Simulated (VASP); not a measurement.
# Pd (Fm-3m) in VASP: a series of runs

Pd is run at these levels: PBEsol; tasks: single point, relaxation of cell and atoms.

Everything below comes from runs of VASP 6.6.1. Logs are shortened: lines on timing, memory, paths and dates and some standing lists are left out, and cuts for length are marked.

## 1. The cell of the first run

The structure is cubic, space group Fm-3m (No. 225). Conventional cell: a = 3.875 Å, b = 3.875 Å, c = 3.875 Å, α = 90.00°, β = 90.00°, γ = 90.00°. Pd (site symmetry m-3m) has 12 Pd at 2.74 Å within 3.6 Å.

## 2. Single point, PBEsol

The input, INCAR:

```
PREC     = Accurate       # precision mode
ENCUT    = 520            # plane-wave cutoff, eV
EDIFF    = 1E-6           # SCF threshold, eV
ISMEAR   = 0              # smearing method
SIGMA    = 0.1            # smearing width, eV
LREAL    = F              # projectors in reciprocal space
LASPH    = T              # aspherical terms in the spheres
NELM     = 100            # most SCF steps
ALGO     = Normal         # electronic algorithm
ISIF     = 2              # what is computed and relaxed
LWAVE    = F              # write WAVECAR
LCHARG   = T              # write CHGCAR
GGA      = PS             # functional
LELF     = T              # ELF
LVHAR    = T            
NBANDS   = 11             # bands
```

The input, KPOINTS:

```
Automatic mesh
0
Gamma
  24 24 24
```

The input, POSCAR:

```
Pd
1.0
    0.0000000000      1.9377401682      1.9377401682
    1.9377401682      0.0000000000      1.9377401682
    1.9377401682      1.9377401682      0.0000000000
Pd
1
Direct
    0.0000000000      0.0000000000      0.0000000000
```

Potentials or basis: VASP PAW PBE potentials, release 64 (Pd).

The run is started by

```sh
cat potpaw_PBE.64/Pd/POTCAR > POTCAR
mpirun -np 1 vasp_std > vasp.out
```

OUTCAR:

```text
PREC = Accurate
   ENCUT = 520
   EDIFF = 1E-6
   ISMEAR = 0
   LREAL = F
   LASPH = T
   NELM = 100
   ISIF = 2
   GGA = PS

 ion  position               nearest neighbor table
   1  0.000  0.000  0.000-

  LATTYP: Found a face centered cubic cell.
 ALAT       =     3.8754803364

  Lattice vectors:

 A1 = (   0.0000000000,   1.9377401682,   1.9377401682)
 A2 = (   1.9377401682,   0.0000000000,   1.9377401682)
 A3 = (   1.9377401682,   1.9377401682,   0.0000000000)

Analysis of symmetry for initial positions (statically):
=====================================================================
 Subroutine PRICEL returns:
 Original cell was already a primitive cell.

 Routine SETGRP: Setting up the symmetry group for a
 face centered cubic supercell.

 Subroutine GETGRP returns: Found 48 space group operations
 (whereof 48 operations were pure point group operations)
 out of a pool of 48 trial point group operations.

The static configuration has the point symmetry O_h .

Analysis of symmetry for dynamics (positions and initial velocities):
=====================================================================
 Subroutine PRICEL returns:
 Original cell was already a primitive cell.

 Routine SETGRP: Setting up the symmetry group for a
 face centered cubic supercell.

 Subroutine GETGRP returns: Found 48 space group operations
 (whereof 48 operations were pure point group operations)
 out of a pool of 48 trial point group operations.

The dynamic configuration has the point symmetry O_h .

 Subroutine INISYM returns: Found 48 space group operations
 (whereof 48 operations are pure point group operations),
 and found     1 'primitive' translations

----------------------------------------------------------------------------------------

                                     Primitive cell

  volume of cell :      14.5518

  direct lattice vectors                    reciprocal lattice vectors
     0.000000000  1.937740168  1.937740168    -0.258032531  0.258032531  0.258032531
     1.937740168  0.000000000  1.937740168     0.258032531 -0.258032531  0.258032531
     1.937740168  1.937740168  0.000000000     0.258032531  0.258032531 -0.258032531

  length of vectors
     2.740378426  2.740378426  2.740378426     0.446925454  0.446925454  0.446925454

  position of ions in fractional coordinates (direct lattice)
     0.000000000  0.000000000  0.000000000

  ion indices of the primitive-cell ions
   primitive index   ion index
                 1           1

----------------------------------------------------------------------------------------

 KPOINTS: Automatic mesh

Automatic generation of k-mesh.
 Grid dimensions read from file:
 generate k-points for:   24   24   24

 Generating k-lattice:

  Cartesian coordinates                     Fractional coordinates (reciprocal lattice)
    -0.010751355  0.010751355  0.010751355     0.041666667  0.000000000  0.000000000
     0.010751355 -0.010751355  0.010751355     0.000000000  0.041666667  0.000000000
     0.010751355  0.010751355 -0.010751355     0.000000000  0.000000000  0.041666667

  Length of vectors
     0.018621894  0.018621894  0.018621894

  Shift w.r.t. Gamma in fractional coordinates (k-lattice)
     0.000000000  0.000000000  0.000000000

 Subroutine IBZKPT returns following result:
 ===========================================

 Found    413 irreducible k-points:

 Following reciprocal coordinates:
            Coordinates               Weight
  0.000000  0.000000  0.000000      1.000000
  0.041667  0.000000  0.000000      8.000000
  0.083333  0.000000  0.000000      8.000000
  0.125000  0.000000  0.000000      8.000000
  0.166667  0.000000  0.000000      8.000000
  0.208333  0.000000  0.000000      8.000000
[... 16 lines left out ...]
  0.416667  0.041667  0.000000     24.000000
  0.458333  0.041667  0.000000     24.000000
 [... further k-points ...]
   k-points           NKPTS =    413   k-points in BZ     NKDIM =    413   number of bands    NBANDS=     11
   number of dos      NEDOS =    301   number of ions     NIONS =      1
   total plane-waves  NPLWV =   8000
   dimension x,y,z NGX =    20 NGY =   20 NGZ =   20
   dimension x,y,z NGXF=    40 NGYF=   40 NGZF=   40
   ions per type =               1
   NGX,Y,Z   is equivalent  to a cutoff of  12.13, 12.13, 12.13 a.u.
   NGXF,Y,Z  is equivalent  to a cutoff of  24.27, 24.27, 24.27 a.u.
 SYSTEM =  unknown system
   PREC   = accura    normal or accurate (medium, high low for compatibility)
   ISTART =      0    job   : 0-new  1-cont  2-samecut
   ICHARG =      2    charge: 1-file 2-atom 10-const
   ISPIN  =      1    spin polarized calculation?
   LNONCOLLINEAR =      F non collinear calculations
   LSORBIT =      F    spin-orbit coupling
   LASPH  =      T    aspherical Exc in radial PAW
   ENCUT  =  520.0 eV  38.22 Ry    6.18 a.u.   5.10  5.10  5.10*2*pi/ulx,y,z
   NELM   =    100;   NELMIN=  2; NELMDL= -5     # of ELM steps
   EDIFF  = 0.1E-05   stopping-criterion for ELM
   LREAL  =      F    real-space projection
   EDIFFG = 0.1E-04   stopping-criterion for IOM
   NSW    =      0    number of steps for IOM
   IBRION =     -1    ionic relax: 0-MD 1-quasi-New 2-CG
   NFREE  =      0    steps in history (QN), initial steepest desc. (CG)
   ISIF   =      2    stress and relaxation
   ISYM   =      2    0-nonsym 1-usesym 2-fastsym
   POTIM  = 0.5000    time-step for ionic-motion
   TEBEG  =    0.0;   TEEND  =   0.0 temperature during run
   PSTRESS=    0.0 pullay stress
   NELECT =      10.0000    total number of electrons
   NUPDOWN=      -1.0000    fix difference up-down
   EMIN   =  10.00;   EMAX   =-10.00  energy-range for DOS
   EFERMI =   0.00;   METHOD = LEGACY
   ISMEAR =     0;   SIGMA  =   0.10  broadening in eV -4-tet -1-fermi 0-gaus
   EFERMI_NEDOS =   21; number of points for ismear=-14 and -15
   IALGO  =     38    algorithm
   IMIX   =      4    mixing-type and parameters
     AMIX     =   0.40;   BMIX     =  1.00
     AMIX_MAG =   1.60;   BMIX_MAG =  1.00
  volume/ion in A,a.u.               =      14.55        98.20
  Fermi-wavevector in a.u.,A,eV,Ry     =   1.444672  2.730034 28.396414  2.087078
  Thomas-Fermi vector in A             =   2.562941
   LORBIT       =      0    0 simple, 1 ext, 2 COOP (PROOUT), +10 PAW based schemes
   GGA     = PS    functional components
   LHFCALC =     F    Hartree Fock is set to
   AEXX    =    0.0000 exact exchange contribution
   IVDW    =     0    specifies the selected vdW correction
   LEPSILON=     F    determine dielectric tensor
   LRPA    =     F    only Hartree local field effects (RPA)
 non-spin polarized calculation
 Gauss-broadening in eV      SIGMA  =   0.10
  energy-cutoff  :      520.00
  volume of cell :       14.55
 maximum number of plane-waves:       403
   NGX = 11   NGY = 11   NGZ = 11

 number of electron      10.0000002 magnetization

 Free energy of the ion-electron system (eV)
  ---------------------------------------------------
  ext. energy  EPLUGINS =         0.00000000
  ---------------------------------------------------
  free energy    TOTEN  =        -5.96693675 eV

  energy without entropy =       -5.95545237  energy(sigma->0) =       -5.96119456

 E-fermi :   9.8609     XC(G=0): -13.4641

 val. band max:        9.8574200808   @ k =  -0.3333   0.3750   0.1667
 cond. band min:       9.8626443600   @ k =   0.5000   0.1250   0.0000
 fundamental gap:      0.0052242792
 Fermi energy:         9.8609409523

 k-point     1 :       0.0000    0.0000    0.0000
  band No.  band energies     occupation
      1       2.5048      2.00000
      2       6.9365      2.00000
      3       6.9365      2.00000
      4       6.9365      2.00000
      5       8.6057      2.00000
      6       8.6057      2.00000
      7      26.9832      0.00000
      8      31.8308      0.00000
      9      31.8308      0.00000
     10      31.8308      0.00000
     11      35.9073      0.00000

 k-point     2 :       0.0417    0.0000    0.0000
  band No.  band energies     occupation
      1       2.5691      2.00000
      2       6.9125      2.00000
      3       6.9594      2.00000
      4       6.9594      2.00000
      5       8.5942      2.00000
      6       8.5942      2.00000
      7      27.0556      0.00000
      8      31.3757      0.00000
      9      31.9067      0.00000
     10      31.9067      0.00000
     11      35.9397      0.00000

 k-point     3 :       0.0833    0.0000    0.0000
  band No.  band energies     occupation
      1       2.7583      2.00000
      2       6.8472      2.00000
      3       7.0236      2.00000
      4       7.0236      2.00000
      5       8.5652      2.00000
      6       8.5652      2.00000
      7      27.2479      0.00000
      8      30.3336      0.00000
      9      32.1278      0.00000
     10      32.1278      0.00000
     11      35.9738      0.00000

 k-point     4 :       0.1250    0.0000    0.0000
  band No.  band energies     occupation
      1       3.0594      2.00000
      2       6.7607      2.00000
      3       7.1133      2.00000
      4       7.1133      2.00000
      5       8.5360      2.00000
      6       8.5360      2.00000
      7      27.4514      0.00000
      8      29.1256      0.00000
      9      32.4736      0.00000
     10      32.4736      0.00000
     11      35.9815      0.00000
[... 239 lines left out ...]
 k-point    22 :       0.3750    0.0417    0.0000
  band No.  band energies     occupation
      1       4.5429      2.00000
      2       7.0054      2.00000
      3       7.0933      2.00000
      4       8.2724      2.00000
      5       9.5082      2.00000
      6       9.5688      1.99996
      7      20.3927      0.00000
      8      27.0722      0.00000
      9      31.4668      0.00000
     10      32.5131      0.00000
     11      36.0078      0.00000

 k-point    23 :       0.4167    0.0417    0.0000
  band No.  band energies     occupation
      1       4.5067      2.00000
      2       6.9294      2.00000
      3       7.0186      2.00000
      4       8.8699      2.00000
      5       9.6922      1.98299
      6      10.1082      0.00047
      7      19.0090      0.00000
      8      26.7359      0.00000
      9      31.0740      0.00000
     10      31.7293      0.00000
     11      35.9616      0.00000

 k-point    24 :       0.4583    0.0417    0.0000
  band No.  band energies     occupation
      1       4.4687      2.00000
      2       6.8780      2.00000
      3       6.9626      2.00000
      4       9.2546      2.00000
      5       9.8089      1.53798
      6      10.7258      0.00000
      7      17.8863      0.00000
      8      26.5053      0.00000
      9      30.8420      0.00000
     10      31.1334      0.00000
     11      35.9646      0.00000

 [... further k-points ...]
[... 5 lines left out ...]
  --------------------------------------------------------------------------------------
  -------------------------------------------------------------------------------------
  Total       -0.0310425     -0.0310425     -0.0310425     -0.0000000      0.0000000     -0.0000000
  in kB       -3.4178268     -3.4178268     -3.4178268     -0.0000000      0.0000000     -0.0000000
  external PRESSURE =      -3.4178268 kB  Pullay stress =       0.0000000 kB

 VOLUME and BASIS-vectors are now :
 -----------------------------------------------------------------------------
  energy-cutoff  :      520.00
  volume of cell :       14.55
      direct lattice vectors                 reciprocal lattice vectors
     0.000000000  1.937740168  1.937740168    -0.258032531  0.258032531  0.258032531
     1.937740168  0.000000000  1.937740168     0.258032531 -0.258032531  0.258032531
     1.937740168  1.937740168  0.000000000     0.258032531  0.258032531 -0.258032531

 POSITION                                       TOTAL-FORCE (eV/Angst)
 -----------------------------------------------------------------------------------
      0.00000      0.00000      0.00000         0.000000     -0.000000      0.000000
 -----------------------------------------------------------------------------------
    total drift:                               -0.000000     -0.000000     -0.000000

  FREE ENERGIE OF THE ION-ELECTRON SYSTEM (eV)
  ---------------------------------------------------
  free  energy   TOTEN  =        -5.9669367471 eV

  energy  without entropy=       -5.9554523698  energy(sigma->0) =       -5.96119456
```

Run time: 2.2 min. Hardware: 1 thread of AMD EPYC 7R13, shared host; peak memory 0.15 GiB.

Results:

| Quantity | Value |
| --- | --- |
| Free energy | -5.9669 eV |
| Pressure | -0.3 GPa |
| Band gap on the k mesh | zero (band 5 reaches 10.16 eV, above the bottom of band 6 at 8.54 eV) |

Caveat: the PAW data sets were made with another functional, which shifts forces and pressure a little.

[end of part 1 of 2]
